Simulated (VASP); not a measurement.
# Ga3IrRu (Pm-3m) in VASP: further runs

Ga3IrRu is run at these levels: PBE; tasks: relaxation of cell and atoms, single point.

Everything below comes from runs of VASP 6.6.1. Logs are shortened: lines on timing, memory, paths and dates and some standing lists are left out, and cuts for length are marked.

### Step 1. The cell of the first run

It takes space group Pm-3m (No. 221, cubic). Conventional cell: a = 4.421 Å, b = 4.421 Å, c = 4.421 Å, α = 90.00°, β = 90.00°, γ = 90.00°. Within 2.9 Å of Ga (site symmetry 4/mmm) lie 2 Ir at 2.21 Å. Within 4.1 Å of Ru (site symmetry m-3m) lie 12 Ga at 3.13 Å and 8 Ir at 3.83 Å. Within 2.9 Å of Ir (site symmetry m-3m) lie 6 Ga at 2.21 Å.

The cell was built from a structure type or drawn by symmetry, and may not be a known phase.

### Step 2. Relaxation of cell and atoms, PBE

The input, INCAR:

```
SYSTEM = Ga3IrRu
PREC = Accurate ; ENCUT = 600
EDIFF = 1E-6 ; ISMEAR = 0
SIGMA = 0.1 ; LREAL = .FALSE.
LASPH = .TRUE. ; NELM = 60
ALGO = Normal ; ISIF = 3
LWAVE = .FALSE. ; LCHARG = .FALSE.
GGA = PE ; IBRION = 2
NSW = 90 ; EDIFFG = -0.04
```

The input, KPOINTS:

```
regular mesh
0
G
  4 4 4
  0 0 0
```

The input, POSCAR:

```
Ga3IrRu
1.0
    4.4205509400      0.0000000000      0.0000000000
    0.0000000000      4.4205509400      0.0000000000
    0.0000000000      0.0000000000      4.4205509400
Ga Ru Ir
3 1 1
Direct
    0.5000000000      0.0000000000      0.0000000000
    0.0000000000      0.5000000000      0.0000000000
    0.0000000000      0.0000000000      0.5000000000
    0.5000000000      0.5000000000      0.5000000000
    0.0000000000      0.0000000000      0.0000000000
```

Potentials or basis: VASP PAW PBE potentials, release 64 (Ga_d, Ru_pv, Ir).

Command:

```console
cat potpaw_PBE.64/Ga_d/POTCAR potpaw_PBE.64/Ru_pv/POTCAR potpaw_PBE.64/Ir/POTCAR > POTCAR
mpirun -np 1 vasp_std > vasp.out
```

OUTCAR:

```text
SYSTEM = Ga3IrRu
   PREC = Accurate
   ENCUT = 600
   EDIFF = 1E-6
   ISMEAR = 0
   LREAL = .FALSE.
   LASPH = .TRUE.
   NELM = 60
   ISIF = 3
   GGA = PE
   IBRION = 2
   NSW = 90
   EDIFFG = -0.04

 ion  position               nearest neighbor table
   1  0.500  0.000  0.000-   5 2.21   5 2.21   4 3.13   4 3.13   4 3.13   4 3.13
   2  0.000  0.500  0.000-   5 2.21   5 2.21   4 3.13   4 3.13   4 3.13   4 3.13
   3  0.000  0.000  0.500-   5 2.21   5 2.21   4 3.13   4 3.13   4 3.13   4 3.13
   4  0.500  0.500  0.500-   1 3.13   2 3.13   3 3.13   1 3.13   2 3.13   1 3.13   3 3.13   1 3.13
                             2 3.13   3 3.13   2 3.13   3 3.13
   5  0.000  0.000  0.000-   1 2.21   2 2.21   3 2.21   3 2.21   2 2.21   1 2.21

  LATTYP: Found a simple cubic cell.
 ALAT       =     4.4205509400

  Lattice vectors:

 A1 = (   4.4205509400,   0.0000000000,   0.0000000000)
 A2 = (   0.0000000000,   4.4205509400,   0.0000000000)
 A3 = (   0.0000000000,   0.0000000000,   4.4205509400)

Analysis of symmetry for initial positions (statically):
=====================================================================
 Subroutine PRICEL returns:
 Original cell was already a primitive cell.

 Routine SETGRP: Setting up the symmetry group for a
 simple cubic supercell.

 Subroutine GETGRP returns: Found 48 space group operations
 (whereof 48 operations were pure point group operations)
 out of a pool of 48 trial point group operations.

The static configuration has the point symmetry O_h .

Analysis of symmetry for dynamics (positions and initial velocities):
=====================================================================
 Subroutine PRICEL returns:
 Original cell was already a primitive cell.

 Routine SETGRP: Setting up the symmetry group for a
 simple cubic supercell.

 Subroutine GETGRP returns: Found 48 space group operations
 (whereof 48 operations were pure point group operations)
 out of a pool of 48 trial point group operations.

The dynamic configuration has the point symmetry O_h .

 Subroutine INISYM returns: Found 48 space group operations
 (whereof 48 operations are pure point group operations),
 and found     1 'primitive' translations

----------------------------------------------------------------------------------------

                                     Primitive cell

  volume of cell :      86.3832

  direct lattice vectors                    reciprocal lattice vectors
     4.420550940  0.000000000  0.000000000     0.226216147  0.000000000  0.000000000
     0.000000000  4.420550940  0.000000000     0.000000000  0.226216147  0.000000000
     0.000000000  0.000000000  4.420550940     0.000000000  0.000000000  0.226216147

  length of vectors
     4.420550940  4.420550940  4.420550940     0.226216147  0.226216147  0.226216147

  position of ions in fractional coordinates (direct lattice)
     0.500000000  0.000000000  0.000000000
     0.000000000  0.500000000  0.000000000
     0.000000000  0.000000000  0.500000000
     0.500000000  0.500000000  0.500000000
     0.000000000  0.000000000  0.000000000

  ion indices of the primitive-cell ions
   primitive index   ion index
                 1           1
                 2           2
                 3           3
                 4           4
                 5           5

----------------------------------------------------------------------------------------

 KPOINTS: regular mesh

Automatic generation of k-mesh.
 Grid dimensions read from file:
 generate k-points for:    4    4    4

 Generating k-lattice:

  Cartesian coordinates                     Fractional coordinates (reciprocal lattice)
     0.056554037  0.000000000  0.000000000     0.250000000  0.000000000  0.000000000
     0.000000000  0.056554037  0.000000000     0.000000000  0.250000000  0.000000000
     0.000000000  0.000000000  0.056554037     0.000000000  0.000000000  0.250000000

  Length of vectors
     0.056554037  0.056554037  0.056554037

  Shift w.r.t. Gamma in fractional coordinates (k-lattice)
     0.000000000  0.000000000  0.000000000

 Subroutine IBZKPT returns following result:
 ===========================================

 Found     10 irreducible k-points:

 Following reciprocal coordinates:
            Coordinates               Weight
  0.000000  0.000000  0.000000      1.000000
  0.250000  0.000000  0.000000      6.000000
  0.500000  0.000000  0.000000      3.000000
  0.250000  0.250000  0.000000     12.000000
  0.500000  0.250000  0.000000     12.000000
  0.500000  0.500000  0.000000      3.000000
  0.250000  0.250000  0.250000      8.000000
  0.500000  0.250000  0.250000     12.000000
  0.500000  0.500000  0.250000      6.000000
  0.500000  0.500000  0.500000      1.000000
   k-points           NKPTS =     10   k-points in BZ     NKDIM =     10   number of bands    NBANDS=     37
   number of dos      NEDOS =    301   number of ions     NIONS =      5
   total plane-waves  NPLWV =  46656
   dimension x,y,z NGX =    36 NGY =   36 NGZ =   36
   dimension x,y,z NGXF=    72 NGYF=   72 NGZF=   72
   ions per type =               3   1   1
   NGX,Y,Z   is equivalent  to a cutoff of  13.54, 13.54, 13.54 a.u.
   NGXF,Y,Z  is equivalent  to a cutoff of  27.08, 27.08, 27.08 a.u.
 SYSTEM =  Ga3IrRu
   PREC   = accura    normal or accurate (medium, high low for compatibility)
   ISTART =      0    job   : 0-new  1-cont  2-samecut
   ICHARG =      2    charge: 1-file 2-atom 10-const
   ISPIN  =      1    spin polarized calculation?
   LNONCOLLINEAR =      F non collinear calculations
   LSORBIT =      F    spin-orbit coupling
   LASPH  =      T    aspherical Exc in radial PAW
   ENCUT  =  600.0 eV  44.10 Ry    6.64 a.u.   8.83  8.83  8.83*2*pi/ulx,y,z
   NELM   =     60;   NELMIN=  2; NELMDL= -5     # of ELM steps
   EDIFF  = 0.1E-05   stopping-criterion for ELM
   LREAL  =      F    real-space projection
   EDIFFG = -.4E-01   stopping-criterion for IOM
   NSW    =     90    number of steps for IOM
   IBRION =      2    ionic relax: 0-MD 1-quasi-New 2-CG
   NFREE  =      1    steps in history (QN), initial steepest desc. (CG)
   ISIF   =      3    stress and relaxation
   ISYM   =      2    0-nonsym 1-usesym 2-fastsym
   POTIM  = 0.5000    time-step for ionic-motion
   TEBEG  =    0.0;   TEEND  =   0.0 temperature during run
   PSTRESS=    0.0 pullay stress
   NELECT =      62.0000    total number of electrons
   NUPDOWN=      -1.0000    fix difference up-down
   EMIN   =  10.00;   EMAX   =-10.00  energy-range for DOS
   EFERMI =   0.00;   METHOD = LEGACY
   ISMEAR =     0;   SIGMA  =   0.10  broadening in eV -4-tet -1-fermi 0-gaus
   EFERMI_NEDOS =   21; number of points for ismear=-14 and -15
   IALGO  =     38    algorithm
   IMIX   =      4    mixing-type and parameters
     AMIX     =   0.40;   BMIX     =  1.00
     AMIX_MAG =   1.60;   BMIX_MAG =  1.00
  volume/ion in A,a.u.               =      17.28       116.59
  Fermi-wavevector in a.u.,A,eV,Ry     =   1.465758  2.769881 29.231397  2.148447
  Thomas-Fermi vector in A             =   2.581577
   LORBIT       =      0    0 simple, 1 ext, 2 COOP (PROOUT), +10 PAW based schemes
   GGA     = PE    functional components
   LHFCALC =     F    Hartree Fock is set to
   AEXX    =    0.0000 exact exchange contribution
   IVDW    =     0    specifies the selected vdW correction
   LEPSILON=     F    determine dielectric tensor
   LRPA    =     F    only Hartree local field effects (RPA)
 conjugate gradient relaxation of ions
 non-spin polarized calculation
 Gauss-broadening in eV      SIGMA  =   0.10
  energy-cutoff  :      600.00
  volume of cell :       86.38
 maximum number of plane-waves:      2897
 NGX is ok and might be reduce to    36
   NGX = 17   NGY = 17   NGZ = 17

--------------------------------------- Ionic step        1  -------------------------------------------

 number of electron      61.9999942 magnetization

 Free energy of the ion-electron system (eV)
  ---------------------------------------------------
  ext. energy  EPLUGINS =         0.00000000
  ---------------------------------------------------
  free energy    TOTEN  =       -22.62944905 eV

  energy without entropy =      -22.61386899  energy(sigma->0) =      -22.62165902

------------------------ aborting loop because EDIFF is reached ----------------------------------------

  FORCE on cell =-STRESS in cart. coord.  units (eV):
  Direction    XX          YY          ZZ          XY          YZ          ZX
  --------------------------------------------------------------------------------------
  -------------------------------------------------------------------------------------
  Total       13.1293319     13.1293319     13.1293319     -0.0000000     -0.0000000     -0.0000000
  in kB      243.5140434    243.5140434    243.5140434     -0.0000000     -0.0000000     -0.0000000
  external PRESSURE =     243.5140434 kB  Pullay stress =       0.0000000 kB
[... 24 lines left out ...]
  energy  without entropy=      -22.6138689903  energy(sigma->0) =      -22.62165902

--------------------------------------- Ionic step        2  -------------------------------------------

 number of electron      61.9999960 magnetization

 E-fermi :   3.6970     XC(G=0):  -9.9122

 val. band max:        3.6756923312   @ k =   0.2500   0.2500   0.2500
 cond. band min:       3.7066908053   @ k =   0.5000   0.2500   0.0000
 fundamental gap:      0.0309984742
 Fermi energy:         3.6970030263

 k-point     1 :       0.0000    0.0000    0.0000
  band No.  band energies     occupation
      1     -37.5249      2.00000
      2     -37.5249      2.00000
      3     -37.5249      2.00000
      4     -11.2694      2.00000
      5     -11.2424      2.00000
      6     -11.2424      2.00000
[... 464 lines left out ...]
  energy  without entropy=      -23.6495362856  energy(sigma->0) =      -23.66326519

--------------------------------------- Ionic step        4  -------------------------------------------

 number of electron      61.9999954 magnetization

 Free energy of the ion-electron system (eV)
  ---------------------------------------------------
  ext. energy  EPLUGINS =         0.00000000
  ---------------------------------------------------
  free energy    TOTEN  =       -23.67759828 eV

  energy without entropy =      -23.65042309  energy(sigma->0) =      -23.66401069

 E-fermi :   5.3914     XC(G=0): -10.8136

 val. band max:        5.3237159571   @ k =   0.2500   0.2500   0.2500
 cond. band min:       5.4630020778   @ k =   0.5000   0.5000   0.2500
 fundamental gap:      0.1392861207
 Fermi energy:         5.3913930343

 k-point     1 :       0.0000    0.0000    0.0000
  band No.  band energies     occupation
      1     -35.9585      2.00000
      2     -35.9585      2.00000
      3     -35.9585      2.00000
      4      -9.9121      2.00000
      5      -9.8699      2.00000
      6      -9.8699      2.00000
[... 421 lines left out ...]
  FREE ENERGIE OF THE ION-ELECTRON SYSTEM (eV)
  ---------------------------------------------------
  free  energy   TOTEN  =       -23.6775982811 eV

  energy  without entropy=      -23.6504230948  energy(sigma->0) =      -23.66401069

 reached required accuracy - stopping structural energy minimisation
```

Run time: 2.5 min. Hardware: 1 thread of Intel Xeon Platinum 8259CL at 2.50GHz (Skylake/Cascade Lake), shared host; peak memory 0.23 GiB.

Results:

```
Free energy                           : -23.6776 eV
Relaxed volume                        : 20.55 Å³/atom
Relaxed cell                          : a = 4.684 Å, b = 4.684 Å, c = 4.684 Å, α = 90.00°, β = 90.00°, γ = 90.00°
Space group after relaxing (to 0.1 Å) : Pm-3m (No. 221)
Energy gained by relaxing             : 209.6 meV/atom
Ionic steps                           : 4
Pressure after relaxing               : -0.1 GPa
Band gap on the k mesh                : zero (bands 31 and 32 overlap by 1.07 eV)
```

The path:
```csv
step,energy change (eV),largest force (eV/Å),pressure (GPa),volume (Å³)
1,0.0000,0.0000,24.35,86.38
2,-0.1794,0.0000,-11.10,123.55
3,-1.0475,0.0000,-0.42,103.13
4,-1.0481,0.0000,-0.11,102.76
```

Final structure:
```yaml
crystal:
  lattice:
    - [4.68397, 0.00000, 0.00000]
    - [0.00000, 4.68397, 0.00000]
    - [0.00000, 0.00000, 4.68397]
  atoms:
    - { symbol: Ga, position: [0.50000, 0.00000, 0.00000] }
    - { symbol: Ga, position: [0.00000, 0.50000, 0.00000] }
    - { symbol: Ga, position: [0.00000, 0.00000, 0.50000] }
    - { symbol: Ru, position: [0.50000, 0.50000, 0.50000] }
    - { symbol: Ir, position: [0.00000, 0.00000, 0.00000] }
```

Levels at points of the mesh, in eV from the Fermi level:
```tsv
k point	band 28	band 29	band 30	band 31	band 32	band 33	band 34	band 35
(0.00, 0.00, 0.00)	-0.91	-0.91	-0.39	-0.39	-0.39	0.67	2.44	2.44
(0.50, 0.00, 0.00)	-1.47	-0.49	-0.39	0.68	0.93	0.93	2.08	2.47
(0.50, 0.50, 0.00)	-0.54	-0.54	-0.29	-0.26	0.11	0.51	1.60	1.60
(0.50, 0.50, 0.50)	-0.22	-0.22	0.17	0.17	0.17	0.35	0.47	0.47
```

Caveat: the volume moved by over 15 % at a fixed basis, so the end points are rough; spin-orbit coupling is left out, which moves the levels of the heavy elements.

### Step 3. Single point, PBE, collinear spin, ferromagnetic start

This run uses another cell than the first one, of 20.46 Å³/atom.

The input, INCAR:

```
ALGO = Normal ; EDIFF = 1E-7
ENCUT = 520 ; GGA = PE
ISIF = 2 ; ISMEAR = 0
ISPIN = 2 ; LASPH = T
LCHARG = T ; LELF = T
LMAXMIX = 4 ; LORBIT = 11
LREAL = F ; LVHAR = T
LWAVE = F ; MAGMOM = 0 0 0 1 1
NBANDS = 43 ; NELM = 150
PREC = Accurate ; SIGMA = 0.1
```

The input, KPOINTS:

```
k-points
0
Gamma
  4 4 4
```

POSCAR, as its differences from that of step 2:

```diff
@@ -2,5 +2,5 @@
 1.0
-    4.4205509400      0.0000000000      0.0000000000
-    0.0000000000      4.4205509400      0.0000000000
-    0.0000000000      0.0000000000      4.4205509400
+    4.6770912233      0.0000000000      0.0000000000
+    0.0000000000      4.6770912233      0.0000000000
+    0.0000000000      0.0000000000      4.6770912233
 Ga Ru Ir
```

Potentials or basis: VASP PAW PBE potentials, release 64 (Ga_d, Ru_pv, Ir).

Command:

```console
cat potpaw_PBE.64/Ga_d/POTCAR potpaw_PBE.64/Ru_pv/POTCAR potpaw_PBE.64/Ir/POTCAR > POTCAR
mpirun -np 1 vasp_std > vasp.out
```

Run time: 1.8 min. Hardware: 1 thread of Intel Xeon Platinum 8259CL at 2.50GHz (Skylake/Cascade Lake), shared host; peak memory 0.28 GiB.

It converged, with:

```
Free energy                                           : -23.8364 eV
Pressure                                              : 2.5 GPa
Net moment                                            : 2.35 μB per cell
Site moments                                          : Ga +0.02; Ru +1.91; Ir +0.12 μB
Valence electrons inside the program's atomic spheres : Ga 11.64; Ru 12.30; Ir 8.92
```

Levels at points of the mesh, in eV from the Fermi level:
Spin up:
```tsv
k point	band 29	band 30	band 31	band 32	band 33	band 34	band 35	band 36
(0.00, 0.00, 0.00)	-1.53	-1.45	-1.45	-1.45	0.38	2.35	2.35	3.48
(0.50, 0.00, 0.00)	-1.59	-1.14	0.43	0.45	0.45	2.15	2.42	2.73
(0.50, 0.50, 0.00)	-1.46	-1.30	-1.10	-0.38	0.58	1.59	1.59	3.64
(0.50, 0.50, 0.50)	-1.04	-0.90	-0.90	-0.90	-0.12	0.42	0.42	0.42
```
Spin down:
| k point | band 26 | band 27 | band 28 | band 29 | band 30 | band 31 | band 32 | band 33 |
| --- | --- | --- | --- | --- | --- | --- | --- | --- |
| (0.00, 0.00, 0.00) | -1.86 | -1.86 | -0.81 | -0.81 | 0.10 | 0.10 | 0.10 | 0.86 |
| (0.50, 0.00, 0.00) | -1.69 | -1.69 | -1.40 | -0.25 | 0.00 | 0.84 | 1.26 | 1.26 |
| (0.50, 0.50, 0.00) | -3.47 | -0.90 | -0.17 | -0.12 | -0.12 | 0.22 | 0.28 | 0.61 |
| (0.50, 0.50, 0.50) | -4.25 | -4.25 | -0.09 | -0.09 | 0.54 | 0.54 | 0.54 | 0.59 |

Caveat: spin-orbit coupling is left out, which moves the levels of the heavy elements.
